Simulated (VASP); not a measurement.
Input of a VASP 6.6.1 run:

Contents of INCAR:

```
SYSTEM = C
ALGO = Normal
EDIFF = 1E-6
EDIFFG = -0.02
ENCUT = 600
GGA = PE
IBRION = 2
ISIF = 3
ISMEAR = 0
LASPH = .True.
LCHARG = .False.
LREAL = .False.
LWAVE = .False.
NELM = 100
NSW = 80
PREC = Accurate
SIGMA = 0.02
```

The input KPOINTS:

```
k-points
0
Gamma
  11 11 6
  0 0 0
```

The input POSCAR:

```
C
1.0
    2.0935963307      0.0000000000      0.0000000000
   -1.0467981653      1.8131076077      0.0000000000
    0.0000000000      0.0000000000      3.6652120994
C
2
Direct
    0.3333333333      0.6666666667      0.2500000000
    0.6666666667      0.3333333333      0.7500000000
```

Potentials or basis: VASP PAW PBE potentials, release 64 (C).

Launch:

```console
$ cat potpaw_PBE.64/C/POTCAR > POTCAR
$ mpirun -np 1 vasp_std > vasp.out
```

(1) What does it give for the band gap on the k mesh?

## Answers

(1) zero (band 4 reaches 15.47 eV, above the bottom of band 5 at 4.45 eV).

Caveat: the relaxation stopped at its first step, so nothing moved.
